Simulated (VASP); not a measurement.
Write the native input for VASP 6.6.1 that does the following.

* Task: single point
* Functional: PBE
* Potentials or basis: VASP PAW PBE potentials, release 64 (Li_sv, P, S)
* Cutoff: 520 eV
* k mesh: 3 × 3 × 3
* Occupations: gaussian, width 0.15 eV
* Spin: no spin polarisation
* Dipole correction: no
* Further INCAR settings: ALGO = Normal; EDIFF = 1e-06; NBANDS = 37

The structure of LiPS3 lies in POSCAR:

```
LiPS3
1.0
    1.9167892482    -13.1539552349      0.0000000000
    1.9167892482     13.1539552349      0.0000000000
    0.0000000000      0.0000000000      4.5072904587
Li P S
2 2 6
Direct
    0.6642066928      0.3357933072      0.5000000000
    0.3357933072      0.6642066928      0.5000000000
    0.8846427865      0.1153572135      0.0000000000
    0.1153572135      0.8846427865      0.0000000000
    0.9062061609      0.0937938391      0.5000000000
    0.0937938391      0.9062061609      0.5000000000
    0.8082173540      0.1917826460      0.0000000000
    0.1917826460      0.8082173540      0.0000000000
    0.5738600630      0.4261399370      0.0000000000
    0.4261399370      0.5738600630      0.0000000000
```

The cell was generated, and may not be a known phase.

The input as run:

INCAR

```
ALGO     = Normal         # electronic algorithm
EDIFF    = 1E-6           # SCF threshold, eV
ENCUT    = 520            # plane-wave cutoff, eV
GGA      = PE             # functional
ISIF     = 2              # what is computed and relaxed
ISMEAR   = 0              # smearing method
LASPH    = True           # aspherical terms in the spheres
LCHARG   = True           # write CHGCAR
LELF     = True           # ELF
LREAL    = False          # projectors in reciprocal space
LVHAR    = True         
LWAVE    = False          # write WAVECAR
NBANDS   = 37             # bands
NELM     = 60             # most SCF steps
PREC     = Accurate       # precision mode
SIGMA    = 0.15           # smearing width, eV
```

KPOINTS

```
k-points
0
Gamma
  3 3 3
```

Potentials or basis: VASP PAW PBE potentials, release 64 (Li_sv, P, S).

Command:

```sh
$ cat potpaw_PBE.64/Li_sv/POTCAR potpaw_PBE.64/P/POTCAR potpaw_PBE.64/S/POTCAR > POTCAR
$ mpirun -np 1 vasp_std > vasp.out
```

It gave:

```yaml
Largest_force: 0.116 eV/Å
Band_gap_on_the_k_mesh: zero (bands 26 and 27 overlap by 0.61 eV)
```

Caveat: the k points lie up to 0.55 Å⁻¹ apart, too coarse for converged energies and pressures of a metal.

It took 2.6 min on 1 thread of Intel(R) Xeon(R) Platinum 8488C (Sapphire Rapids), with other jobs on the host, peak memory 0.68 GiB.
